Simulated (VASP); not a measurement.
# Re (P6/mmm) in VASP: further runs

Re is run at these levels: PBEsol; tasks: single point, relaxation of cell and atoms.

All numbers are computed with VASP 6.6.1; they aren't measurements. Logs are shortened: lines on timing, memory, paths and dates and some standing lists are left out, and cuts for length are marked.

### Step 1. The cell of the first run

Symmetry: P6/mmm, No. 191, hexagonal system. The conventional cell has a = 4.509 Å, b = 4.509 Å, c = 2.822 Å, α = 90.00°, β = 90.00°, γ = 120.00°. Re (site symmetry 6/mmm) has 14 Re at 2.82 to 2.96 Å within 3.7 Å. Re (site symmetry -6m2) has 11 Re at 2.60 to 2.96 Å within 3.4 Å.

This isn't the form of Re at room conditions, which is hcp.

### Step 2. Single point, PBEsol (16.56 Å³/atom)

Contents of INCAR:

```
SYSTEM = Re
PREC     = Accurate       ! precision mode
ENCUT    = 520            ! plane-wave cutoff, eV
EDIFF    = 1E-7           ! SCF threshold, eV
ISMEAR   = -1             ! smearing method
SIGMA    = 0.1            ! smearing width, eV
LREAL    = .FALSE.        ! projectors in reciprocal space
LASPH    = .TRUE.         ! aspherical terms in the spheres
NELM     = 100            ! most SCF steps
ALGO     = Normal         ! electronic algorithm
ISIF     = 2              ! what is computed and relaxed
LWAVE    = .FALSE.        ! write WAVECAR
LCHARG   = .TRUE.         ! write CHGCAR
GGA      = PS             ! functional
LELF     = .TRUE.         ! ELF
LVHAR    = .TRUE.       
NBANDS   = 18             ! bands
```

Contents of KPOINTS:

```
Automatic mesh
0
G
  10 10 13
  0 0 0
```

Contents of POSCAR:

```
Re
1.0
    4.5085204354      0.0000000000      0.0000000000
   -2.2542602177      3.9044932305      0.0000000000
    0.0000000000      0.0000000000      2.8224068534
Re
3
Direct
    0.0000000000      1.0000000000      1.0000000000
    0.3333333333      0.6666666667      0.5000000000
    0.6666666667      0.3333333333      0.5000000000
```

Potentials or basis: VASP PAW PBE potentials, release 64 (Re).

Run with:

```bash
$ cat potpaw_PBE.64/Re/POTCAR > POTCAR
$ mpirun -np 1 vasp_std > vasp.out
```

OUTCAR:

```text
SYSTEM = Re
   PREC = Accurate
   ENCUT = 520
   EDIFF = 1E-7
   ISMEAR = -1
   LREAL = .FALSE.
   LASPH = .TRUE.
   NELM = 100
   ISIF = 2
   GGA = PS

 ion  position               nearest neighbor table
   1  0.000  0.000  0.000-   2 2.96   3 2.96   2 2.96   3 2.96   2 2.96   2 2.96   3 2.96   3 2.96
                             3 2.96   3 2.96   2 2.96   2 2.96
   2  0.333  0.667  0.500-   3 2.60   3 2.60   3 2.60   1 2.96   1 2.96   1 2.96   1 2.96   1 2.96
                             1 2.96
   3  0.667  0.333  0.500-   2 2.60   2 2.60   2 2.60   1 2.96   1 2.96   1 2.96   1 2.96   1 2.96
                             1 2.96

  LATTYP: Found a hexagonal cell.
 ALAT       =     4.5085204354
 C/A-ratio  =     0.6260162051

  Lattice vectors:

 A1 = (   4.5085204354,   0.0000000000,   0.0000000000)
 A2 = (  -2.2542602177,   3.9044932305,   0.0000000000)
 A3 = (   0.0000000000,   0.0000000000,   2.8224068534)

Analysis of symmetry for initial positions (statically):
=====================================================================
 Subroutine PRICEL returns:
 Original cell was already a primitive cell.

 Routine SETGRP: Setting up the symmetry group for a
 hexagonal supercell.

 Subroutine GETGRP returns: Found 24 space group operations
 (whereof 24 operations were pure point group operations)
 out of a pool of 24 trial point group operations.

The static configuration has the point symmetry D_6h.

Analysis of symmetry for dynamics (positions and initial velocities):
=====================================================================
 Subroutine PRICEL returns:
 Original cell was already a primitive cell.

 Routine SETGRP: Setting up the symmetry group for a
 hexagonal supercell.

 Subroutine GETGRP returns: Found 24 space group operations
 (whereof 24 operations were pure point group operations)
 out of a pool of 24 trial point group operations.

The dynamic configuration has the point symmetry D_6h.

 Subroutine INISYM returns: Found 24 space group operations
 (whereof 24 operations are pure point group operations),
 and found     1 'primitive' translations

----------------------------------------------------------------------------------------

                                     Primitive cell

  volume of cell :      49.6842

  direct lattice vectors                    reciprocal lattice vectors
     4.508520435  0.000000000  0.000000000     0.221802255  0.128057592  0.000000000
    -2.254260218  3.904493230  0.000000000     0.000000000  0.256115183  0.000000000
     0.000000000  0.000000000  2.822406853     0.000000000  0.000000000  0.354307530

  length of vectors
     4.508520435  4.508520435  2.822406853     0.256115183  0.256115183  0.354307530

  position of ions in fractional coordinates (direct lattice)
     0.000000000  0.000000000  0.000000000
     0.333333333  0.666666667  0.500000000
     0.666666667  0.333333333  0.500000000

  ion indices of the primitive-cell ions
   primitive index   ion index
                 1           1
                 2           2
                 3           3

----------------------------------------------------------------------------------------

 KPOINTS: Automatic mesh

Automatic generation of k-mesh.
 Grid dimensions read from file:
 generate k-points for:   10   10   13

 Generating k-lattice:

  Cartesian coordinates                     Fractional coordinates (reciprocal lattice)
     0.022180226  0.012805759  0.000000000     0.100000000  0.000000000  0.000000000
     0.000000000  0.025611518  0.000000000     0.000000000  0.100000000  0.000000000
     0.000000000  0.000000000  0.027254425     0.000000000  0.000000000  0.076923077

  Length of vectors
     0.025611518  0.025611518  0.027254425

  Shift w.r.t. Gamma in fractional coordinates (k-lattice)
     0.000000000  0.000000000  0.000000000

 Subroutine IBZKPT returns following result:
 ===========================================

 Found     98 irreducible k-points:

 Following reciprocal coordinates:
            Coordinates               Weight
  0.000000  0.000000  0.000000      1.000000
  0.100000  0.000000  0.000000      6.000000
  0.200000  0.000000  0.000000      6.000000
  0.300000  0.000000  0.000000      6.000000
  0.400000  0.000000  0.000000      6.000000
  0.500000  0.000000  0.000000      3.000000
[... 16 lines left out ...]
  0.300000  0.100000  0.076923     24.000000
  0.400000  0.100000  0.076923     24.000000
 [... further k-points ...]
   k-points           NKPTS =     98   k-points in BZ     NKDIM =     98   number of bands    NBANDS=     18
   number of dos      NEDOS =    301   number of ions     NIONS =      3
   total plane-waves  NPLWV =  31104
   dimension x,y,z NGX =    36 NGY =   36 NGZ =   24
   dimension x,y,z NGXF=    72 NGYF=   72 NGZF=   48
   ions per type =               3
   NGX,Y,Z   is equivalent  to a cutoff of  13.27, 13.27, 14.14 a.u.
   NGXF,Y,Z  is equivalent  to a cutoff of  26.55, 26.55, 28.27 a.u.
 SYSTEM =  Re
   PREC   = accura    normal or accurate (medium, high low for compatibility)
   ISTART =      0    job   : 0-new  1-cont  2-samecut
   ICHARG =      2    charge: 1-file 2-atom 10-const
   ISPIN  =      1    spin polarized calculation?
   LNONCOLLINEAR =      F non collinear calculations
   LSORBIT =      F    spin-orbit coupling
   LASPH  =      T    aspherical Exc in radial PAW
   ENCUT  =  520.0 eV  38.22 Ry    6.18 a.u.   8.38  8.38  5.25*2*pi/ulx,y,z
   NELM   =    100;   NELMIN=  2; NELMDL= -5     # of ELM steps
   EDIFF  = 0.1E-06   stopping-criterion for ELM
   LREAL  =      F    real-space projection
   EDIFFG = 0.1E-05   stopping-criterion for IOM
   NSW    =      0    number of steps for IOM
   IBRION =     -1    ionic relax: 0-MD 1-quasi-New 2-CG
   NFREE  =      0    steps in history (QN), initial steepest desc. (CG)
   ISIF   =      2    stress and relaxation
   ISYM   =      2    0-nonsym 1-usesym 2-fastsym
   POTIM  = 0.5000    time-step for ionic-motion
   TEBEG  =    0.0;   TEEND  =   0.0 temperature during run
   PSTRESS=    0.0 pullay stress
   NELECT =      21.0000    total number of electrons
   NUPDOWN=      -1.0000    fix difference up-down
   EMIN   =  10.00;   EMAX   =-10.00  energy-range for DOS
   EFERMI =   0.00;   METHOD = LEGACY
   ISMEAR =    -1;   SIGMA  =   0.10  broadening in eV -4-tet -1-fermi 0-gaus
   EFERMI_NEDOS =   21; number of points for ismear=-14 and -15
   IALGO  =     38    algorithm
   IMIX   =      4    mixing-type and parameters
     AMIX     =   0.40;   BMIX     =  1.00
     AMIX_MAG =   1.60;   BMIX_MAG =  1.00
  volume/ion in A,a.u.               =      16.56       111.76
  Fermi-wavevector in a.u.,A,eV,Ry     =   1.228594  2.321707 20.537231  1.509444
  Thomas-Fermi vector in A             =   2.363514
   LORBIT       =      0    0 simple, 1 ext, 2 COOP (PROOUT), +10 PAW based schemes
   GGA     = PS    functional components
   LHFCALC =     F    Hartree Fock is set to
   AEXX    =    0.0000 exact exchange contribution
   IVDW    =     0    specifies the selected vdW correction
   LEPSILON=     F    determine dielectric tensor
   LRPA    =     F    only Hartree local field effects (RPA)
 non-spin polarized calculation
  energy-cutoff  :      520.00
  volume of cell :       49.68
 maximum number of plane-waves:      1366
 NGX is ok and might be reduce to    36
   NGX = 17   NGY = 17   NGZ = 11

 number of electron      20.9999999 magnetization

 Free energy of the ion-electron system (eV)
  ---------------------------------------------------
  ext. energy  EPLUGINS =         0.00000000
  ---------------------------------------------------
  free energy    TOTEN  =       -38.98288787 eV

  energy without entropy =      -38.90194717  energy(sigma->0) =      -38.94241752

 E-fermi :   6.3790     XC(G=0): -13.1630

 val. band max:        6.3768828740   @ k =   0.2000   0.1000   0.2308
 cond. band min:       6.3792855255   @ k =   0.4000   0.2000   0.0000
 fundamental gap:      0.0024026515
 Fermi energy:         6.3790495192

 k-point     1 :       0.0000    0.0000    0.0000
  band No.  band energies     occupation
      1      -2.7386      2.00000
      2       1.2941      2.00000
      3       3.5667      2.00000
      4       3.8320      2.00000
      5       3.8320      2.00000
      6       3.8681      2.00000
[... 10 lines left out ...]
     17      13.5641      0.00000
     18      15.1230      0.00000

 k-point     2 :       0.1000    0.0000    0.0000
  band No.  band energies     occupation
      1      -2.5907      2.00000
      2       1.3355      2.00000
      3       2.9596      2.00000
      4       3.4549      2.00000
      5       3.4680      2.00000
      6       4.2638      2.00000
[... 10 lines left out ...]
     17      13.6412      0.00000
     18      14.6563      0.00000

 k-point     3 :       0.2000    0.0000    0.0000
  band No.  band energies     occupation
      1      -2.1610      2.00000
      2       1.3732      2.00000
      3       2.2193      2.00000
      4       2.9646      2.00000
      5       3.2325      2.00000
      6       4.3188      2.00000
[... 10 lines left out ...]
     17      12.6807      0.00000
     18      13.2639      0.00000

 k-point     4 :       0.3000    0.0000    0.0000
  band No.  band energies     occupation
      1      -1.4933      2.00000
      2       1.0835      2.00000
      3       1.7818      2.00000
      4       2.6304      2.00000
      5       3.1726      2.00000
      6       4.1061      2.00000
[... 375 lines left out ...]
      4       2.5051      2.00000
      5       3.5047      2.00000
      6       4.2968      2.00000
[... 10 lines left out ...]
     17      11.9082      0.00000
     18      12.3850      0.00000

 k-point    23 :       0.3000    0.1000    0.0769
  band No.  band energies     occupation
      1      -0.8732      2.00000
      2       0.9864      2.00000
      3       1.5218      2.00000
      4       2.7115      2.00000
      5       3.3643      2.00000
      6       4.1017      2.00000
[... 10 lines left out ...]
     17      10.5735      0.00000
     18      11.2898      0.00000

 k-point    24 :       0.4000    0.1000    0.0769
  band No.  band energies     occupation
      1      -0.0652      2.00000
      2       0.6534      2.00000
      3       0.9313      2.00000
      4       3.1308      2.00000
      5       3.3338      2.00000
      6       3.6576      2.00000
[... 10 lines left out ...]
     17       9.6732      0.00000
     18      10.4173      0.00000

 [... further k-points ...]

------------------------ aborting loop because EDIFF is reached ----------------------------------------

  FORCE on cell =-STRESS in cart. coord.  units (eV):
  Direction    XX          YY          ZZ          XY          YZ          ZX
  --------------------------------------------------------------------------------------
  -------------------------------------------------------------------------------------
  Total      -10.8325218    -10.8325218     -9.6234966     -0.0000000     -0.0000000      0.0000000
  in kB     -349.3186863   -349.3186863   -310.3309890     -0.0000000     -0.0000000      0.0000000
  external PRESSURE =    -336.3227872 kB  Pullay stress =       0.0000000 kB

 VOLUME and BASIS-vectors are now :
 -----------------------------------------------------------------------------
  energy-cutoff  :      520.00
  volume of cell :       49.68
      direct lattice vectors                 reciprocal lattice vectors
     4.508520435  0.000000000  0.000000000     0.221802255  0.128057592  0.000000000
    -2.254260218  3.904493230  0.000000000     0.000000000  0.256115183  0.000000000
     0.000000000  0.000000000  2.822406853     0.000000000  0.000000000  0.354307530

 POSITION                                       TOTAL-FORCE (eV/Angst)
 -----------------------------------------------------------------------------------
      0.00000      0.00000      0.00000        -0.000000      0.000000      0.000000
     -0.00000      2.60300      1.41120        -0.000000      0.000000     -0.000000
      2.25426      1.30150      1.41120         0.000000      0.000000      0.000000
 -----------------------------------------------------------------------------------
    total drift:                                0.000000      0.000000     -0.000000

  FREE ENERGIE OF THE ION-ELECTRON SYSTEM (eV)
  ---------------------------------------------------
  free  energy   TOTEN  =       -38.9828878655 eV

  energy  without entropy=      -38.9019471727  energy(sigma->0) =      -38.94241752
```

It took 2.6 min on 1 thread of Intel Xeon 8259CL, shared host; peak memory 0.23 GiB.

Results:

- Free energy: -38.9829 eV
- Pressure: -33.6 GPa
- Band gap on the k mesh: zero (an odd number of electrons rules out a gap without spin polarisation)

Stress tensor (GPa, compression positive):
```
-34.93   0.00   0.00
  0.00 -34.93   0.00
  0.00   0.00 -31.03
```

Caveat: the cell stands under tension; the PAW data sets were made with another functional, which shifts forces and pressure a little; spin-orbit coupling is left out, which moves the levels of the heavy elements.

### Step 3. Single point, PBEsol

This run uses another cell than the first one, of 14.79 Å³/atom.

Contents of INCAR:

```
SYSTEM = Re
PREC     = Accurate       ! precision mode
ENCUT    = 520            ! plane-wave cutoff, eV
EDIFF    = 1E-6           ! SCF threshold, eV
ISMEAR   = -1             ! smearing method
SIGMA    = 0.1            ! smearing width, eV
LREAL    = .False.        ! projectors in reciprocal space
LASPH    = .True.         ! aspherical terms in the spheres
NELM     = 60             ! most SCF steps
ALGO     = Normal         ! electronic algorithm
ISIF     = 2              ! what is computed and relaxed
LWAVE    = .False.        ! write WAVECAR
LCHARG   = .True.         ! write CHGCAR
GGA      = PS             ! functional
LELF     = .True.         ! ELF
LVHAR    = .True.       
NBANDS   = 18             ! bands
```

Contents of KPOINTS:

```
Automatic mesh
0
Gamma
  11 11 15
  0 0 0
```

Contents of POSCAR:

```
Re
1.0
    4.3413823366      0.0000000000      0.0000000000
   -2.1706911683      3.7597473911      0.0000000000
    0.0000000000      0.0000000000      2.7177756951
Re
3
Direct
    0.0000000000      1.0000000000      1.0000000000
    0.3333333333      0.6666666667      0.5000000000
    0.6666666667      0.3333333333      0.5000000000
```

Potentials or basis: VASP PAW PBE potentials, release 64 (Re).

Run with:

```bash
$ cat potpaw_PBE.64/Re/POTCAR > POTCAR
$ mpirun -np 1 vasp_std > vasp.out
```

It took 2.1 min on 1 thread of Intel Xeon 8259CL, shared host; peak memory 0.21 GiB.

Results (log left out):

| Quantity | Value |
| --- | --- |
| Free energy | -39.6026 eV |
| Pressure | -0.3 GPa |
| Band gap on the k mesh | zero (an odd number of electrons rules out a gap without spin polarisation) |

Stress tensor (GPa, compression positive):
```
-0.50  0.00  0.00
 0.00 -0.50  0.00
 0.00  0.00 -0.01
```

Levels at points of the mesh, in eV from the Fermi level:
```tsv
k point	band 7	band 8	band 9	band 10	band 11	band 12	band 13	band 14
(0.00, 0.00, 0.00)	-2.88	-1.96	-0.83	-0.83	0.01	0.01	0.07	0.07
```

Caveat: the PAW data sets were made with another functional, which shifts forces and pressure a little; spin-orbit coupling is left out, which moves the levels of the heavy elements.

### Step 4. Relaxation of cell and atoms, PBEsol

This run uses another cell than the first one, of 14.71 Å³/atom.

Contents of INCAR:

```
ALGO = Normal
EDIFF = 1E-6
EDIFFG = -0.01
ENCUT = 600
GGA = PS
IBRION = 2
ISIF = 3
ISMEAR = -1
LASPH = T
LCHARG = F
LREAL = F
LWAVE = F
NELM = 100
NSW = 80
PREC = Accurate
SIGMA = 0.1
```

Contents of KPOINTS:

```
k-points
0
Gamma
  8 8 12
```

Contents of POSCAR:

```
Re
1.0
    4.3646887072      0.0000000000      0.0000000000
   -2.1823443536      3.7799313000      0.0000000000
    0.0000000000      0.0000000000      2.6755541775
Re
3
Direct
    0.0000000000      0.0000000000      0.0000000000
    0.3333333333      0.6666666667      0.5000000000
    0.6666666667      0.3333333333      0.5000000000
```

Run with:

```bash
$ cat potpaw_PBE.64/Re/POTCAR > POTCAR
$ mpirun -np 1 vasp_std > vasp.out
```

Run time: 5.1 min. Hardware: 1 thread of Intel Xeon 8259CL, shared host; peak memory 0.22 GiB.

It converged, with:

- Free energy: -39.5988 eV
- Relaxed volume: 14.78 Å³/atom
- Relaxed cell: a = 4.339 Å, b = 4.339 Å, c = 2.720 Å, α = 90.00°, β = 90.00°, γ = 120.00°
- Space group after relaxing (to 0.1 Å): P6/mmm (No. 191)
- Energy gained by relaxing: 8.2 meV/atom
- Ionic steps: 6
- Pressure after relaxing: 0.0 GPa
- Band gap on the k mesh: zero (an odd number of electrons rules out a gap without spin polarisation)

The path:
```csv
step,energy change (eV),largest force (eV/Å),pressure (GPa),volume (Å³)
1,0.0000,0.0000,1.40,44.14
2,0.0167,0.0000,-3.81,44.93
3,-0.0239,0.0000,-1.26,44.49
4,-0.0239,0.0000,-1.24,44.49
5,-0.0172,0.0000,4.35,43.87
6,-0.0246,0.0000,0.00,44.35
```

Final structure:
```
CELL_PARAMETERS angstrom
4.33899 0.00000 0.00000
-2.16949 3.75767 0.00000
0.00000 0.00000 2.71995
ATOMIC_POSITIONS crystal
Re 0.00000 0.00000 0.00000
Re 0.33333 0.66667 0.50000
Re 0.66667 0.33333 0.50000
```

Levels at points of the mesh, in eV from the Fermi level:
```csv
k point,band 8,band 9,band 10,band 11,band 12,band 13
"(0.00, 0.00, 0.00)",-1.94,-0.81,-0.81,0.02,0.02,0.07
"(0.50, 0.00, 0.00)",-1.82,-1.52,0.31,0.33,1.01,2.10
"(0.00, 0.00, 0.50)",-0.99,-0.78,-0.78,2.90,2.90,3.90
"(0.50, 0.00, 0.50)",-1.17,-0.86,-0.42,0.83,2.15,3.31
```

Caveat: the highest band is partly filled, so the run has too few bands; the PAW data sets were made with another functional, which shifts forces and pressure a little; spin-orbit coupling is left out, which moves the levels of the heavy elements.

### Step 5. The runs side by side

| task | cell | k mesh | cutoff (eV) | gap on the mesh (eV) | pressure (GPa) |
| --- | --- | --- | --- | --- | --- |
| single point | a = 4.509, b = 4.509, c = 2.822 Å, angles 90.0, 90.0, 120.0°, 3 atoms | 10 × 10 × 13 | 520 | none | -33.6 |
| single point | a = 4.341, b = 4.341, c = 2.718 Å, angles 90.0, 90.0, 120.0°, 3 atoms | 11 × 11 × 15 | 520 | none | -0.3 |
| relaxation of cell and atoms | relaxed from a = 4.365, b = 4.365, c = 2.676 Å, angles 90.0, 90.0, 120.0°, 3 atoms | 8 × 8 × 12 | 600 | none | 0.0 |

Alike in all rows: level PBEsol; potentials or basis VASP PAW PBE potentials, release 64 (Re); no spin polarisation; smearing fermi-dirac 0.1 eV.

Caveats: the PAW data sets were made with another functional, which shifts forces and pressure a little; spin-orbit coupling is left out, which moves the levels of the heavy elements; the cell stands under tension (at least some runs); the highest band is partly filled, so the run has too few bands (at least some runs).

Total energies depend on the potentials used, so only differences within one code and one set of settings carry meaning.
